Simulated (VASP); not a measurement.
# BePt (Fm-3m) in VASP: a series of runs

BePt is run at these levels: PBE; tasks: single point.

All numbers are computed with VASP 6.6.1; they aren't measurements. Logs are shortened: lines on timing, memory, paths and dates and some standing lists are left out, and cuts for length are marked.

### Step 1. The cell of the first run

Symmetry: Fm-3m, No. 225, cubic system. The conventional cell has a = 4.570 Å, b = 4.570 Å, c = 4.570 Å, α = 90.00°, β = 90.00°, γ = 90.00°. Within 3.0 Å of Be (site symmetry m-3m) lie 6 Pt at 2.28 Å. Pt (site symmetry m-3m) has 6 Be at 2.28 Å within 3.0 Å.

### Step 2. Single point, PBE (11.93 Å³/atom)

Input file INCAR:

```
ALGO     = Normal         # electronic algorithm
EDIFF    = 1E-6           # SCF threshold, eV
ENCUT    = 520            # plane-wave cutoff, eV
GGA      = PE             # functional
ISIF     = 2              # what is computed and relaxed
ISMEAR   = 0              # smearing method
LASPH    = True           # aspherical terms in the spheres
LCHARG   = False          # write CHGCAR
LREAL    = False          # projectors in reciprocal space
LWAVE    = False          # write WAVECAR
NBANDS   = 13             # bands
NELM     = 80             # most SCF steps
PREC     = Accurate       # precision mode
SIGMA    = 0.1            # smearing width, eV
```

Input file KPOINTS:

```
k-points
0
Gamma
  20 20 20
```

Input file POSCAR:

```
BePt
1.0
    0.0000000000      2.2847873205      2.2847873205
    2.2847873205      0.0000000000      2.2847873205
    2.2847873205      2.2847873205      0.0000000000
Be Pt
1 1
Direct
    0.0000000000      0.0000000000      0.0000000000
    0.5000000000      0.5000000000      0.5000000000
```

Potentials or basis: VASP PAW PBE potentials, release 64 (Be, Pt).

Run with:

```sh
$ cat potpaw_PBE.64/Be/POTCAR potpaw_PBE.64/Pt/POTCAR > POTCAR
$ mpirun -np 1 vasp_std > vasp.out
```

OUTCAR:

```text
EDIFF = 1E-6
   ENCUT = 520
   GGA = PE
   ISIF = 2
   ISMEAR = 0
   LASPH = True
   LREAL = False
   NELM = 80
   PREC = Accurate

 ion  position               nearest neighbor table
   1  0.000  0.000  0.000-   2 2.28   2 2.28   2 2.28   2 2.28   2 2.28   2 2.28
   2  0.500  0.500  0.500-   1 2.28   1 2.28   1 2.28   1 2.28   1 2.28   1 2.28

  LATTYP: Found a face centered cubic cell.
 ALAT       =     4.5695746410

  Lattice vectors:

 A1 = (   0.0000000000,   2.2847873205,   2.2847873205)
 A2 = (   2.2847873205,   0.0000000000,   2.2847873205)
 A3 = (   2.2847873205,   2.2847873205,   0.0000000000)

Analysis of symmetry for initial positions (statically):
=====================================================================
 Subroutine PRICEL returns:
 Original cell was already a primitive cell.

 Routine SETGRP: Setting up the symmetry group for a
 face centered cubic supercell.

 Subroutine GETGRP returns: Found 48 space group operations
 (whereof 48 operations were pure point group operations)
 out of a pool of 48 trial point group operations.

The static configuration has the point symmetry O_h .

Analysis of symmetry for dynamics (positions and initial velocities):
=====================================================================
 Subroutine PRICEL returns:
 Original cell was already a primitive cell.

 Routine SETGRP: Setting up the symmetry group for a
 face centered cubic supercell.

 Subroutine GETGRP returns: Found 48 space group operations
 (whereof 48 operations were pure point group operations)
 out of a pool of 48 trial point group operations.

The dynamic configuration has the point symmetry O_h .

 Subroutine INISYM returns: Found 48 space group operations
 (whereof 48 operations are pure point group operations),
 and found     1 'primitive' translations

----------------------------------------------------------------------------------------

                                     Primitive cell

  volume of cell :      23.8543

  direct lattice vectors                    reciprocal lattice vectors
     0.000000000  2.284787320  2.284787320    -0.218838749  0.218838749  0.218838749
     2.284787320  0.000000000  2.284787320     0.218838749 -0.218838749  0.218838749
     2.284787320  2.284787320  0.000000000     0.218838749  0.218838749 -0.218838749

  length of vectors
     3.231177216  3.231177216  3.231177216     0.379039833  0.379039833  0.379039833

  position of ions in fractional coordinates (direct lattice)
     0.000000000  0.000000000  0.000000000
     0.500000000  0.500000000  0.500000000

  ion indices of the primitive-cell ions
   primitive index   ion index
                 1           1
                 2           2

----------------------------------------------------------------------------------------

 KPOINTS: k-points

Automatic generation of k-mesh.
 Grid dimensions read from file:
 generate k-points for:   20   20   20

 Generating k-lattice:

  Cartesian coordinates                     Fractional coordinates (reciprocal lattice)
    -0.010941937  0.010941937  0.010941937     0.050000000  0.000000000  0.000000000
     0.010941937 -0.010941937  0.010941937     0.000000000  0.050000000  0.000000000
     0.010941937  0.010941937 -0.010941937     0.000000000  0.000000000  0.050000000

  Length of vectors
     0.018951992  0.018951992  0.018951992

  Shift w.r.t. Gamma in fractional coordinates (k-lattice)
     0.000000000  0.000000000  0.000000000

 Subroutine IBZKPT returns following result:
 ===========================================

 Found    256 irreducible k-points:

 Following reciprocal coordinates:
            Coordinates               Weight
  0.000000  0.000000  0.000000      1.000000
  0.050000  0.000000  0.000000      8.000000
  0.100000  0.000000  0.000000      8.000000
  0.150000  0.000000  0.000000      8.000000
  0.200000  0.000000  0.000000      8.000000
  0.250000  0.000000  0.000000      8.000000
[... 16 lines left out ...]
 -0.400000  0.050000  0.000000     24.000000
 -0.350000  0.050000  0.000000     24.000000
 [... further k-points ...]
   k-points           NKPTS =    256   k-points in BZ     NKDIM =    256   number of bands    NBANDS=     13
   number of dos      NEDOS =    301   number of ions     NIONS =      2
   total plane-waves  NPLWV =  13824
   dimension x,y,z NGX =    24 NGY =   24 NGZ =   24
   dimension x,y,z NGXF=    48 NGYF=   48 NGZF=   48
   ions per type =               1   1
   NGX,Y,Z   is equivalent  to a cutoff of  12.35, 12.35, 12.35 a.u.
   NGXF,Y,Z  is equivalent  to a cutoff of  24.70, 24.70, 24.70 a.u.
 SYSTEM =  unknown system
   PREC   = accura    normal or accurate (medium, high low for compatibility)
   ISTART =      0    job   : 0-new  1-cont  2-samecut
   ICHARG =      2    charge: 1-file 2-atom 10-const
   ISPIN  =      1    spin polarized calculation?
   LNONCOLLINEAR =      F non collinear calculations
   LSORBIT =      F    spin-orbit coupling
   LASPH  =      T    aspherical Exc in radial PAW
   ENCUT  =  520.0 eV  38.22 Ry    6.18 a.u.   6.01  6.01  6.01*2*pi/ulx,y,z
   NELM   =     80;   NELMIN=  2; NELMDL= -5     # of ELM steps
   EDIFF  = 0.1E-05   stopping-criterion for ELM
   LREAL  =      F    real-space projection
   EDIFFG = 0.1E-04   stopping-criterion for IOM
   NSW    =      0    number of steps for IOM
   IBRION =     -1    ionic relax: 0-MD 1-quasi-New 2-CG
   NFREE  =      0    steps in history (QN), initial steepest desc. (CG)
   ISIF   =      2    stress and relaxation
   ISYM   =      2    0-nonsym 1-usesym 2-fastsym
   POTIM  = 0.5000    time-step for ionic-motion
   TEBEG  =    0.0;   TEEND  =   0.0 temperature during run
   PSTRESS=    0.0 pullay stress
   NELECT =      12.0000    total number of electrons
   NUPDOWN=      -1.0000    fix difference up-down
   EMIN   =  10.00;   EMAX   =-10.00  energy-range for DOS
   EFERMI =   0.00;   METHOD = LEGACY
   ISMEAR =     0;   SIGMA  =   0.10  broadening in eV -4-tet -1-fermi 0-gaus
   EFERMI_NEDOS =   21; number of points for ismear=-14 and -15
   IALGO  =     38    algorithm
   IMIX   =      4    mixing-type and parameters
     AMIX     =   0.40;   BMIX     =  1.00
     AMIX_MAG =   1.60;   BMIX_MAG =  1.00
  volume/ion in A,a.u.               =      11.93        80.49
  Fermi-wavevector in a.u.,A,eV,Ry     =   1.302005  2.460434 23.064844  1.695218
  Thomas-Fermi vector in A             =   2.433102
   LORBIT       =      0    0 simple, 1 ext, 2 COOP (PROOUT), +10 PAW based schemes
   GGA     = PE    functional components
   LHFCALC =     F    Hartree Fock is set to
   AEXX    =    0.0000 exact exchange contribution
   IVDW    =     0    specifies the selected vdW correction
   LEPSILON=     F    determine dielectric tensor
   LRPA    =     F    only Hartree local field effects (RPA)
 non-spin polarized calculation
 Gauss-broadening in eV      SIGMA  =   0.10
  energy-cutoff  :      520.00
  volume of cell :       23.85
 maximum number of plane-waves:       656
   NGX = 13   NGY = 13   NGZ = 13

 number of electron      12.0000000 magnetization

 Free energy of the ion-electron system (eV)
  ---------------------------------------------------
  ext. energy  EPLUGINS =         0.00000000
  ---------------------------------------------------
  free energy    TOTEN  =       -10.30934299 eV

  energy without entropy =      -10.30609574  energy(sigma->0) =      -10.30771937

 E-fermi :   9.2975     XC(G=0): -12.2250

 val. band max:        9.2931773891   @ k =  -0.4500   0.3000   0.0000
 cond. band min:       9.3186725265   @ k =  -0.4500   0.1000   0.0500
 fundamental gap:      0.0254951374
 Fermi energy:         9.2975447515

 k-point     1 :       0.0000    0.0000    0.0000
  band No.  band energies     occupation
      1      -0.9790      2.00000
      2       5.5299      2.00000
      3       5.5299      2.00000
      4       5.5299      2.00000
      5       6.1911      2.00000
      6       6.1912      2.00000
      7      15.1227      0.00000
      8      15.1227      0.00000
      9      15.1227      0.00000
     10      21.1252      0.00000
     11      28.3085      0.00000
     12      28.6460      0.00000
     13      28.6460      0.00000

 k-point     2 :       0.0500    0.0000    0.0000
  band No.  band energies     occupation
      1      -0.9190      2.00000
      2       5.4937      2.00000
      3       5.5494      2.00000
      4       5.5494      2.00000
      5       6.1543      2.00000
      6       6.1543      2.00000
      7      15.0578      0.00000
      8      15.2320      0.00000
      9      15.2320      0.00000
     10      21.1801      0.00000
     11      27.9270      0.00000
     12      28.3376      0.00000
     13      28.3518      0.00000

 k-point     3 :       0.1000    0.0000    0.0000
  band No.  band energies     occupation
      1      -0.7412      2.00000
      2       5.3929      2.00000
      3       5.5812      2.00000
      4       5.5812      2.00000
      5       6.0792      2.00000
      6       6.0792      2.00000
      7      14.8560      0.00000
      8      15.5466      0.00000
      9      15.5466      0.00000
     10      21.3008      0.00000
     11      26.7945      0.00000
     12      27.5851      0.00000
     13      27.5851      0.00000

 k-point     4 :       0.1500    0.0000    0.0000
  band No.  band energies     occupation
      1      -0.4534      2.00000
      2       5.2493      2.00000
      3       5.5258      2.00000
      4       5.5258      2.00000
      5       6.0865      2.00000
      6       6.0865      2.00000
      7      14.4982      0.00000
      8      16.0315      0.00000
      9      16.0315      0.00000
     10      21.3461      0.00000
     11      25.9186      0.00000
     12      26.5579      0.00000
     13      26.5579      0.00000

 k-point     5 :       0.2000    0.0000    0.0000
  band No.  band energies     occupation
      1      -0.0707      2.00000
      2       5.0953      2.00000
      3       5.3430      2.00000
      4       5.3430      2.00000
      5       6.2387      2.00000
      6       6.2387      2.00000
      7      13.9618      0.00000
      8      16.6404      0.00000
      9      16.6404      0.00000
     10      21.1378      0.00000
     11      25.4337      0.00000
     12      25.4337      0.00000
     13      25.6106      0.00000
[... 257 lines left out ...]
 k-point    22 :      -0.4500    0.0500    0.0000
  band No.  band energies     occupation
      1       1.9592      2.00000
      2       4.3981      2.00000
      3       4.4564      2.00000
      4       5.5420      2.00000
      5       7.3564      2.00000
      6       7.5347      2.00000
      7       9.5040      0.00351
      8      18.9058      0.00000
      9      19.5600      0.00000
     10      19.7993      0.00000
     11      21.1559      0.00000
     12      21.5361      0.00000
     13      28.0500      0.00000

 k-point    23 :      -0.4000    0.0500    0.0000
  band No.  band energies     occupation
      1       1.7993      2.00000
      2       4.4870      2.00000
      3       4.5096      2.00000
      4       5.2783      2.00000
      5       7.1963      2.00000
      6       7.4283      2.00000
      7      10.1589      0.00000
      8      18.4470      0.00000
      9      19.6242      0.00000
     10      20.0694      0.00000
     11      21.0997      0.00000
     12      21.9273      0.00000
     13      28.0116      0.00000

 k-point    24 :      -0.3500    0.0500    0.0000
  band No.  band energies     occupation
      1       1.4947      2.00000
      2       4.6226      2.00000
      3       4.6298      2.00000
      4       5.0282      2.00000
      5       6.9657      2.00000
      6       7.2422      2.00000
      7      11.0782      0.00000
      8      17.9430      0.00000
      9      19.6426      0.00000
     10      19.8318      0.00000
     11      21.7816      0.00000
     12      22.3867      0.00000
     13      27.7265      0.00000

 [... further k-points ...]
[... 5 lines left out ...]
  --------------------------------------------------------------------------------------
  -------------------------------------------------------------------------------------
  Total        1.6834969      1.6834969      1.6834969      0.0000000      0.0000000      0.0000000
  in kB      113.0721306    113.0721306    113.0721306      0.0000000      0.0000000      0.0000000
  external PRESSURE =     113.0721306 kB  Pullay stress =       0.0000000 kB

 VOLUME and BASIS-vectors are now :
 -----------------------------------------------------------------------------
  energy-cutoff  :      520.00
  volume of cell :       23.85
      direct lattice vectors                 reciprocal lattice vectors
     0.000000000  2.284787320  2.284787320    -0.218838749  0.218838749  0.218838749
     2.284787320  0.000000000  2.284787320     0.218838749 -0.218838749  0.218838749
     2.284787320  2.284787320  0.000000000     0.218838749  0.218838749 -0.218838749

 POSITION                                       TOTAL-FORCE (eV/Angst)
 -----------------------------------------------------------------------------------
      0.00000      0.00000      0.00000        -0.000000     -0.000000      0.000000
      2.28479      2.28479      2.28479         0.000000      0.000000     -0.000000
 -----------------------------------------------------------------------------------
    total drift:                               -0.000000     -0.000000      0.000000

  FREE ENERGIE OF THE ION-ELECTRON SYSTEM (eV)
  ---------------------------------------------------
  free  energy   TOTEN  =       -10.3093429936 eV

  energy  without entropy=      -10.3060957378  energy(sigma->0) =      -10.30771937
```

It took 21 s on 1 thread of Intel Xeon 6975P-C (Granite Rapids), shared host; peak memory 0.21 GiB.

Results:

- Free energy: -10.3093 eV
- Pressure: 11.3 GPa
- Band gap on the k mesh: zero (bands 6 and 7 overlap by 0.85 eV)

Levels at points of the mesh, in eV from the Fermi level:
```csv
k point,band 4,band 5,band 6,band 7,band 8,band 9
"(0.00, 0.00, 0.00)",-3.77,-3.11,-3.11,5.83,5.83,5.83
"(0.50, 0.00, 0.00)",-3.62,-1.88,-1.88,0.08,10.08,10.97
"(0.50, 0.50, 0.00)",-2.24,-1.40,-1.40,1.93,2.18,2.18
```

Caveat: the cell stands under pressure; spin-orbit coupling is left out, which moves the levels of the heavy elements.

### Step 3. Single point, PBE (12.31 Å³/atom)

This run uses another cell than the first one, of 12.31 Å³/atom.

Input file INCAR:

```
ALGO = Normal ; EDIFF = 1E-7
ENCUT = 520 ; GGA = PE
ISIF = 2 ; ISMEAR = 0
LASPH = True ; LCHARG = False
LREAL = False ; LWAVE = False
NBANDS = 13 ; NELM = 60
PREC = Accurate ; SIGMA = 0.1
```

KPOINTS is that of step 2.

Input file POSCAR:

```
BePt
1.0
    0.0000000000      2.3088394808      2.3088394808
    2.3088394808      0.0000000000      2.3088394808
    2.3088394808      2.3088394808      0.0000000000
Be Pt
1 1
Direct
    0.0000000000      0.0000000000      0.0000000000
    0.5000000000      0.5000000000      0.5000000000
```

Potentials or basis: VASP PAW PBE potentials, release 64 (Be, Pt).

Run with:

```sh
$ cat potpaw_PBE.64/Be/POTCAR potpaw_PBE.64/Pt/POTCAR > POTCAR
$ mpirun -np 1 vasp_std > vasp.out
```

It took 22 s on 1 thread of Intel Xeon 6975P-C (Granite Rapids), shared host; peak memory 0.21 GiB.

Results (log left out):

- Free energy: -10.3485 eV
- Pressure: 5.2 GPa
- Band gap on the k mesh: zero (bands 6 and 7 overlap by 0.84 eV)

Levels at points of the mesh, in eV from the Fermi level:
| k point | band 3 | band 4 | band 5 | band 6 | band 7 | band 8 | band 9 | band 10 |
| --- | --- | --- | --- | --- | --- | --- | --- | --- |
| (0.00, 0.00, 0.00) | -3.59 | -3.59 | -2.98 | -2.98 | 5.82 | 5.82 | 5.82 | 11.87 |
| (0.50, 0.00, 0.00) | -4.66 | -3.50 | -1.81 | -1.81 | 0.05 | 10.03 | 10.72 | 10.72 |
| (0.50, 0.50, 0.00) | -2.78 | -2.15 | -1.35 | -1.35 | 1.83 | 2.23 | 2.23 | 11.04 |

Caveat: the cell stands under pressure; spin-orbit coupling is left out, which moves the levels of the heavy elements.
